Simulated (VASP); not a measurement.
# Ge (I4_1/amd) in VASP: a series of runs, part 2 of 2

VASP 6.6.1. Earlier steps stand in the parts before.

## 3. Single point, PBE (strained cell)

Input file INCAR:

```
PREC     = Accurate       # precision mode
ENCUT    = 500            # plane-wave cutoff, eV
EDIFF    = 1E-6           # SCF threshold, eV
ISMEAR   = 0              # smearing method
SIGMA    = 0.1            # smearing width, eV
LREAL    = False          # projectors in reciprocal space
LASPH    = True           # aspherical terms in the spheres
NELM     = 120            # most SCF steps
ALGO     = Normal         # electronic algorithm
ISIF     = 2              # what is computed and relaxed
LWAVE    = False          # write WAVECAR
LCHARG   = True           # write CHGCAR
GGA      = PE             # functional
LELF     = True           # ELF
LVHAR    = True         
NBANDS   = 21             # bands
GGA_COMPAT= False
```

Input file KPOINTS:

```
regular mesh
0
Gamma
  10 10 10
```

Input file POSCAR:

```
Ge
1.0
    0.0000000000      2.9093124664      2.8612256264
    2.9093124664      0.0000000000      2.8612256264
    2.9093124664      2.9093124664      0.0000000000
Ge
2
Direct
    0.0000000000      0.0000000000      0.0000000000
    0.2500000000      0.2500000000      0.2500000000
```

Potentials or basis: VASP PAW PBE potentials, release 64 (Ge_d).

Run with:

```sh
$ cat potpaw_PBE.64/Ge_d/POTCAR > POTCAR
$ mpirun -np 1 vasp_std > vasp.out
```

Run time: 1.7 min. Hardware: 1 thread of AMD EPYC 7R13, shared host; peak memory 0.19 GiB.

The run converged. Its results:

```yaml
Free_energy: -9.0303 eV
Pressure: -0.8 GPa
```

Stress tensor (GPa, compression positive):
```
-1.20  0.00  0.00
 0.00 -1.20  0.00
 0.00  0.00 -0.13
```

Levels at points of the mesh, in eV from the Fermi level:
| k point | band 10 | band 11 | band 12 | band 13 | band 14 | band 15 | band 16 | band 17 | band 18 | band 19 |
| --- | --- | --- | --- | --- | --- | --- | --- | --- | --- | --- |
| (0.00, 0.00, 0.00) | -24.46 | -12.22 | -0.52 | 0.01 | 0.01 | 0.13 | 2.52 | 2.60 | 2.60 | 6.32 |
| (0.50, 0.00, 0.00) | -24.44 | -10.30 | -7.25 | -1.32 | -1.18 | 0.03 | 3.71 | 3.81 | 7.14 | 10.18 |
| (0.50, 0.50, 0.00) | -24.43 | -8.54 | -8.54 | -2.87 | -2.87 | 0.80 | 0.80 | 9.03 | 9.03 | 11.04 |
| (0.50, 0.00, 0.50) | -24.43 | -8.62 | -8.62 | -2.76 | -2.76 | 0.93 | 0.93 | 9.00 | 9.00 | 10.96 |

Caveat: the cell differs from its parent crystal (strained cell).

## 4. Single point, PBE (strained cell)

Input file INCAR:

```
ALGO = Normal
EDIFF = 1E-6
ENCUT = 500
GGA = PE
GGA_COMPAT = False
ISIF = 2
ISMEAR = 0
LASPH = True
LCHARG = False
LREAL = False
LWAVE = False
NBANDS = 21
NELM = 120
PREC = Accurate
SIGMA = 0.1
```

Input file KPOINTS:

```
k-points
0
Gamma
  10 10 10
```

Input file POSCAR:

```
Ge
1.0
    0.0000000000      2.9093124664      2.8601690740
    2.9093124664      0.0000000000      2.8601690740
    2.9093124664      2.9093124664      0.0000000000
Ge
2
Direct
    0.0000000000      0.0000000000      0.0000000000
    0.2500000000      0.2500000000      0.2500000000
```

Run with:

```sh
$ cat potpaw_PBE.64/Ge_d/POTCAR > POTCAR
$ mpirun -np 1 vasp_std > vasp.out
```

Run time: 96 s. Hardware: 1 thread of AMD EPYC 7R13, shared host; peak memory 0.19 GiB.

The run converged. Its results:

```
Free energy : -9.0303 eV
Pressure    : -0.8 GPa
```

Stress tensor (GPa, compression positive):
```
-1.18  0.00  0.00
 0.00 -1.18  0.00
 0.00  0.00 -0.09
```

Levels at points of the mesh, in eV from the Fermi level:
```
           k point  band 12  band 13  band 14  band 15  band 16  band 17
(0.00, 0.00, 0.00)    -0.52     0.01     0.01     0.13     2.52     2.60
(0.50, 0.00, 0.00)    -7.26    -1.32    -1.18     0.03     3.71     3.81
(0.50, 0.50, 0.00)    -8.55    -2.87    -2.87     0.80     0.80     9.03
(0.50, 0.00, 0.50)    -8.62    -2.76    -2.76     0.93     0.93     9.00
```

Caveat: the cell differs from its parent crystal (strained cell).

## 5. Single point, PBE

Input file INCAR:

```
SYSTEM = Ge
PREC = Accurate
ENCUT = 500
EDIFF = 1E-6
ISMEAR = 0
SIGMA = 0.01
LREAL = .False.
LASPH = .True.
NELM = 120
ALGO = Normal
ISIF = 2
LWAVE = .False.
LCHARG = .False.
GGA = PE
NBANDS = 21
GGA_COMPAT = .False.
```

Input file KPOINTS:

```
regular mesh
0
Gamma
  10 10 10
  0 0 0
```

POSCAR is that of step 4.

Run with:

```sh
$ cat potpaw_PBE.64/Ge_d/POTCAR > POTCAR
$ mpirun -np 1 vasp_std > vasp.out
```

Run time: 99 s. Hardware: 1 thread of AMD EPYC 7R13, shared host; peak memory 0.19 GiB.

The run converged. Its results:

```
Free energy            : -9.0300 eV
Pressure               : -0.9 GPa
Band gap on the k mesh : 0.03 eV, indirect (least direct gap 0.12 eV)
```

Stress tensor (GPa, compression positive):
```
-1.22  0.00  0.00
 0.00 -1.22  0.00
 0.00  0.00 -0.13
```

Levels at points of the mesh, in eV from the valence-band top:
```
           k point  band 10  band 11  band 12  band 13  band 14  band 15  band 16  band 17  band 18  band 19
(0.00, 0.00, 0.00)   -24.47   -12.24    -0.52     0.00     0.00     0.12     2.51     2.59     2.59     6.31
(0.50, 0.00, 0.00)   -24.45   -10.31    -7.27    -1.33    -1.19     0.03     3.70     3.80     7.13    10.17
(0.50, 0.50, 0.00)   -24.44    -8.55    -8.55    -2.88    -2.88     0.79     0.79     9.02     9.02    11.04
(0.50, 0.00, 0.50)   -24.44    -8.63    -8.63    -2.77    -2.77     0.92     0.92     8.99     8.99    10.96
```

A k mesh can miss the band edges.

## 6. Single point, PBE

Input file INCAR:

```
PREC     = Accurate       # precision mode
ENCUT    = 500            # plane-wave cutoff, eV
EDIFF    = 1E-6           # SCF threshold, eV
ISMEAR   = 0              # smearing method
SIGMA    = 0.01           # smearing width, eV
LREAL    = F              # projectors in reciprocal space
LASPH    = T              # aspherical terms in the spheres
NELM     = 120            # most SCF steps
ALGO     = Normal         # electronic algorithm
ISIF     = 2              # what is computed and relaxed
LWAVE    = F              # write WAVECAR
LCHARG   = F              # write CHGCAR
GGA      = PE             # functional
NBANDS   = 21             # bands
GGA_COMPAT= F
```

Input file KPOINTS:

```
regular mesh
0
Gamma
  10 10 10
```

POSCAR is that of step 5.

Potentials or basis: VASP PAW PBE potentials, release 64 (Ge_d).

Run with:

```sh
$ cat potpaw_PBE.64/Ge_d/POTCAR > POTCAR
$ mpirun -np 1 vasp_std > vasp.out
```

Wall time 1.9 min (1 thread of AMD EPYC 7R13, shared host); peak memory 0.19 GiB.

It converged, with:

- Free energy: -9.0300 eV
- Pressure: -0.9 GPa
- Band gap on the k mesh: 0.03 eV, indirect (least direct gap 0.12 eV)

Stress tensor (GPa, compression positive):
```
-1.22  0.00  0.00
 0.00 -1.22  0.00
 0.00  0.00 -0.13
```

Levels at points of the mesh, in eV from the valence-band top:
| k point | band 10 | band 11 | band 12 | band 13 | band 14 | band 15 | band 16 | band 17 | band 18 | band 19 |
| --- | --- | --- | --- | --- | --- | --- | --- | --- | --- | --- |
| (0.00, 0.00, 0.00) | -24.47 | -12.24 | -0.52 | 0.00 | 0.00 | 0.12 | 2.51 | 2.59 | 2.59 | 6.31 |
| (0.50, 0.00, 0.00) | -24.45 | -10.31 | -7.27 | -1.33 | -1.19 | 0.03 | 3.70 | 3.80 | 7.13 | 10.17 |
| (0.50, 0.50, 0.00) | -24.44 | -8.55 | -8.55 | -2.88 | -2.88 | 0.79 | 0.79 | 9.02 | 9.02 | 11.04 |
| (0.50, 0.00, 0.50) | -24.44 | -8.63 | -8.63 | -2.77 | -2.77 | 0.92 | 0.92 | 8.99 | 8.99 | 10.96 |

## 7. The runs side by side

| cell | smearing | pressure (GPa) |
| --- | --- | --- |
| a = 4.082, b = 4.082, c = 4.114 Å, angles 59.7, 59.7, 60.5°, 2 atoms | gaussian 0.1 eV | -0.9 |
| a = 4.081, b = 4.081, c = 4.114 Å, angles 59.7, 59.7, 60.5°, 2 atoms | gaussian 0.1 eV | -0.8 |
| a = 4.080, b = 4.080, c = 4.114 Å, angles 59.7, 59.7, 60.6°, 2 atoms | gaussian 0.1 eV | -0.8 |
| a = 4.080, b = 4.080, c = 4.114 Å, angles 59.7, 59.7, 60.6°, 2 atoms | gaussian 0.01 eV | -0.9 |

Alike in all rows: task single point; level PBE; potentials or basis VASP PAW PBE potentials, release 64 (Ge_d); no spin polarisation; k mesh 10 × 10 × 10; cutoff (eV) 500.

Total energies depend on the potentials used, so only differences within one code and one set of settings carry meaning.
